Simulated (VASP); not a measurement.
# GaN (Cmc2_1) in VASP: relaxation of the atoms with PBE

Aim: the relaxation of the atoms of GaN with PBE.

Program: VASP 6.6.1. These are calculated values, not measurements. Logs are shortened: lines on timing, memory, paths and dates and some standing lists are left out, and cuts for length are marked.

## Step 1: The cell of the first run

The structure is orthorhombic, space group Cmc2_1 (No. 36). Conventional cell: a = 3.208 Å, b = 5.490 Å, c = 5.185 Å, α = 90.00°, β = 90.00°, γ = 90.00°. Ga (site symmetry m) has 4 N at 1.94 to 1.95 Å within 2.6 Å. N (site symmetry m) has 4 Ga at 1.94 to 1.95 Å within 2.6 Å.

## Step 2: Relaxation of the atoms, PBE

Contents of INCAR:

```
  ALGO = Normal
  EDIFF = 1E-7
  EDIFFG = -0.003
  ENCUT = 520
  GGA = PE
  IBRION = 2
  ISIF = 2
  ISMEAR = 0
  LASPH = T
  LCHARG = F
  LREAL = F
  LWAVE = F
  NELM = 80
  NSW = 80
  PREC = Accurate
  SIGMA = 0.05
```

Contents of KPOINTS:

```
k-points
0
Gamma
  8 8 5
```

Contents of POSCAR:

```
GaN
1.0
    3.2081340000      0.0000000000      0.0000000000
   -1.6040670000      2.7451844800      0.0000000000
    0.0000000000      0.0000000000      5.1850000000
Ga N
2 2
Direct
    0.3333333333      0.6666666667      0.0000000000
    0.6666666667      0.3333333333      0.5000000000
    0.3333333333      0.6666666667      0.3770000000
    0.6666666667      0.3333333333      0.8770000000
```

Potentials or basis: VASP PAW PBE potentials, release 64 (Ga_d, N).

Command:

```bash
$ cat potpaw_PBE.64/Ga_d/POTCAR potpaw_PBE.64/N/POTCAR > POTCAR
$ mpirun -np 1 vasp_std > vasp.out
```

OUTCAR:

```text
EDIFF = 1E-7
   EDIFFG = -0.003
   ENCUT = 520
   GGA = PE
   IBRION = 2
   ISIF = 2
   ISMEAR = 0
   LASPH = T
   LREAL = F
   NELM = 80
   NSW = 80
   PREC = Accurate

 ion  position               nearest neighbor table
   1  0.333  0.667  0.000-   4 1.94   4 1.95   4 1.95   3 1.95
   2  0.667  0.333  0.500-   3 1.94   3 1.95   3 1.95   4 1.95
   3  0.333  0.667  0.377-   2 1.94   2 1.95   2 1.95   1 1.95
   4  0.667  0.333  0.877-   1 1.94   1 1.95   1 1.95   2 1.95

  Warning from LATTYP: Monoclinic adjustment (A1->A3, A2->A1, A3->A2)!
  LATTYP: Found a base centered orthorhombic cell.
 ALAT       =     3.2081340000
 B/A-ratio  =     1.7113901601
 C/A-ratio  =     1.6162043107

  Lattice vectors:

 A1 = (   1.6040670000,  -2.7451844800,   0.0000000000)
 A2 = (   1.6040670000,   2.7451844800,   0.0000000000)
 A3 = (   0.0000000000,   0.0000000000,   5.1850000000)

Analysis of symmetry for initial positions (statically):
=====================================================================
 Subroutine PRICEL returns:
 Original cell was already a primitive cell.

 Routine SETGRP: Setting up the symmetry group for a
 base centered orthorhombic supercell.

 Subroutine GETGRP returns: Found  4 space group operations
 (whereof  2 operations were pure point group operations)
 out of a pool of  8 trial point group operations.

The static configuration has the point symmetry C_1h.
 The point group associated with its full space group is C_2v.

Analysis of symmetry for dynamics (positions and initial velocities):
=====================================================================
 Subroutine PRICEL returns:
 Original cell was already a primitive cell.

 Routine SETGRP: Setting up the symmetry group for a
 base centered orthorhombic supercell.

 Subroutine GETGRP returns: Found  4 space group operations
 (whereof  2 operations were pure point group operations)
 out of a pool of  8 trial point group operations.

The dynamic configuration has the point symmetry C_1h.
 The point group associated with its full space group is C_2v.

 Subroutine INISYM returns: Found  4 space group operations
 (whereof  2 operations are pure point group operations),
 and found     1 'primitive' translations

----------------------------------------------------------------------------------------

                                     Primitive cell

  volume of cell :      45.6639

  direct lattice vectors                    reciprocal lattice vectors
     3.208134000  0.000000000  0.000000000     0.311707678  0.182137122  0.000000000
[... 101 lines left out ...]
   NELECT =      36.0000    total number of electrons
   NUPDOWN=      -1.0000    fix difference up-down
   EMIN   =  10.00;   EMAX   =-10.00  energy-range for DOS
   EFERMI =   0.00;   METHOD = LEGACY
   ISMEAR =     0;   SIGMA  =   0.05  broadening in eV -4-tet -1-fermi 0-gaus
   EFERMI_NEDOS =   21; number of points for ismear=-14 and -15
   IALGO  =     38    algorithm
   IMIX   =      4    mixing-type and parameters
     AMIX     =   0.40;   BMIX     =  1.00
     AMIX_MAG =   1.60;   BMIX_MAG =  1.00
  volume/ion in A,a.u.               =      11.42        77.04
  Fermi-wavevector in a.u.,A,eV,Ry     =   1.512347  2.857921 31.119149  2.287193
  Thomas-Fermi vector in A             =   2.622283
   LORBIT       =      0    0 simple, 1 ext, 2 COOP (PROOUT), +10 PAW based schemes
   GGA     = PE    functional components
   LHFCALC =     F    Hartree Fock is set to
   AEXX    =    0.0000 exact exchange contribution
   IVDW    =     0    specifies the selected vdW correction
   LEPSILON=     F    determine dielectric tensor
   LRPA    =     F    only Hartree local field effects (RPA)
 conjugate gradient relaxation of ions
 non-spin polarized calculation
 Gauss-broadening in eV      SIGMA  =   0.05
  energy-cutoff  :      520.00
  volume of cell :       45.66
 maximum number of plane-waves:      1248
   NGX = 11   NGY = 11   NGZ = 19

--------------------------------------- Ionic step        1  -------------------------------------------

 number of electron      35.9999985 magnetization

 Free energy of the ion-electron system (eV)
  ---------------------------------------------------
  ext. energy  EPLUGINS =         0.00000000
  ---------------------------------------------------
  free energy    TOTEN  =       -24.30016416 eV

  energy without entropy =      -24.30016416  energy(sigma->0) =      -24.30016416

------------------------ aborting loop because EDIFF is reached ----------------------------------------

  FORCE on cell =-STRESS in cart. coord.  units (eV):
  Direction    XX          YY          ZZ          XY          YZ          ZX
  --------------------------------------------------------------------------------------
  -------------------------------------------------------------------------------------
  Total        0.9866418      2.0333394      1.6710593      0.0000000      0.0000000      0.0000000
  in kB       34.6176288     71.3423904     58.6313160      0.0000000      0.0000000      0.0000000
  external PRESSURE =      54.8637784 kB  Pullay stress =       0.0000000 kB
[... 253 lines left out ...]
--------------------------------------- Ionic step        8  -------------------------------------------

 number of electron      35.9999985 magnetization

 Free energy of the ion-electron system (eV)
  ---------------------------------------------------
  ext. energy  EPLUGINS =         0.00000000
  ---------------------------------------------------
  free energy    TOTEN  =       -24.30114021 eV

  energy without entropy =      -24.30114021  energy(sigma->0) =      -24.30114021

 E-fermi :   5.5805     XC(G=0): -11.6723

 val. band max:        5.3555614904   @ k =   0.0000   0.0000   0.0000
 cond. band min:       7.2409946246   @ k =   0.0000   0.0000   0.0000
 fundamental gap:      1.8854331342
 Fermi energy:         5.5805415895

 k-point     1 :       0.0000    0.0000    0.0000
  band No.  band energies     occupation
      1     -10.6587      2.00000
      2      -9.7360      2.00000
      3      -8.1140      2.00000
      4      -8.1036      2.00000
      5      -8.0943      2.00000
      6      -8.0417      2.00000
[... 589 lines left out ...]
     21      12.6347      0.00000
     22      13.6329      0.00000

 [... further k-points ...]

------------------------ aborting loop because EDIFF is reached ----------------------------------------

  FORCE on cell =-STRESS in cart. coord.  units (eV):
  Direction    XX          YY          ZZ          XY          YZ          ZX
  --------------------------------------------------------------------------------------
  -------------------------------------------------------------------------------------
  Total        1.1424057      1.8615975      1.6709314      0.0000000      0.0000000      0.0000000
  in kB       40.0828103     65.3166007     58.6268297      0.0000000      0.0000000      0.0000000
  external PRESSURE =      54.6754136 kB  Pullay stress =       0.0000000 kB
[... 19 lines left out ...]
  FREE ENERGIE OF THE ION-ELECTRON SYSTEM (eV)
  ---------------------------------------------------
  free  energy   TOTEN  =       -24.3011402059 eV

  energy  without entropy=      -24.3011402059  energy(sigma->0) =      -24.30114021

 reached required accuracy - stopping structural energy minimisation
```

OSZICAR:

```text
N       E                     dE             d eps       ncg     rms          rms(c)
DAV:   1     0.278052685640E+03    0.27805E+03   -0.18583E+04  2862   0.306E+03
DAV:   2     0.617758277683E+01   -0.27188E+03   -0.26381E+03  3184   0.532E+02
DAV:   3    -0.270189157438E+02   -0.33196E+02   -0.32873E+02  3212   0.154E+02
[... 54 lines left out ...]
       N       E                     dE             d eps       ncg     rms          rms(c)
DAV:   1    -0.243011372400E+02    0.16759E-05   -0.11120E-03  2784   0.262E-01    0.361E-03
DAV:   2    -0.243011402071E+02   -0.29671E-05   -0.30705E-05  3376   0.536E-02    0.182E-03
DAV:   3    -0.243011402372E+02   -0.30065E-07   -0.12066E-06  3732   0.100E-02    0.110E-03
DAV:   4    -0.243011402059E+02    0.31327E-07   -0.15538E-07  2084   0.426E-03
   8 F= -.24301140E+02 E0= -.24301140E+02  d E =-.636225E-05
```

CONTCAR:

```text
GaN
   1.00000000000000
     3.2081339999999998    0.0000000000000000    0.0000000000000000
    -1.6040669999999999    2.7451844799999998    0.0000000000000000
     0.0000000000000000    0.0000000000000000    5.1849999999999996
  Ga              N
     2     2
Direct
     0.3330051826692131    0.6660103654384351    0.0000098923155050
     0.6669948173307869    0.3339896345615648    0.5000098923155051
     0.3320868991976736    0.6641737984953562    0.3769901076844973
     0.6679131008023262    0.3358262015046437    0.8769901076844974

  0.00000000E+00  0.00000000E+00  0.00000000E+00
  0.00000000E+00  0.00000000E+00  0.00000000E+00
  0.00000000E+00  0.00000000E+00  0.00000000E+00
  0.00000000E+00  0.00000000E+00  0.00000000E+00
```

Run time: 5 min. Hardware: 1 thread of Intel Xeon 8259CL, shared host; peak memory 0.19 GiB.

What came out:

```
Free energy               : -24.3011 eV
Energy gained by relaxing : 0.2 meV/atom
Ionic steps               : 8
Pressure after relaxing   : 5.5 GPa
Band gap on the k mesh    : 1.89 eV
```

Stress tensor (GPa, compression positive):
```
4.01 0.00 0.00
0.00 6.53 0.00
0.00 0.00 5.86
```

Step by step:
| step | energy change (eV) | largest force (eV/Å) | pressure (GPa) |
| --- | --- | --- | --- |
| 1 | 0.0000 | 0.1169 | 5.49 |
| 2 | -0.0009 | 0.0278 | 5.47 |
| 3 | -0.0009 | 0.0071 | 5.47 |
| 4 | -0.0010 | 0.0059 | 5.46 |
| 5 | -0.0010 | 0.0062 | 5.47 |
| 6 | -0.0010 | 0.0077 | 5.46 |
| 7 | -0.0010 | 0.0034 | 5.47 |
| 8 | -0.0010 | 0.0005 | 5.47 |

Final structure:
```xyz
4
Lattice="3.2081 0.0000 0.0000 -1.6041 2.7452 0.0000 0.0000 0.0000 5.1850" Properties=species:S:1:pos:R:3 pbc="T T T"
Ga    0.0000    1.8283    0.0001
Ga    1.6041    0.9169    2.5926
N     0.0000    1.8233    1.9547
N     1.6041    0.9219    4.5472
```
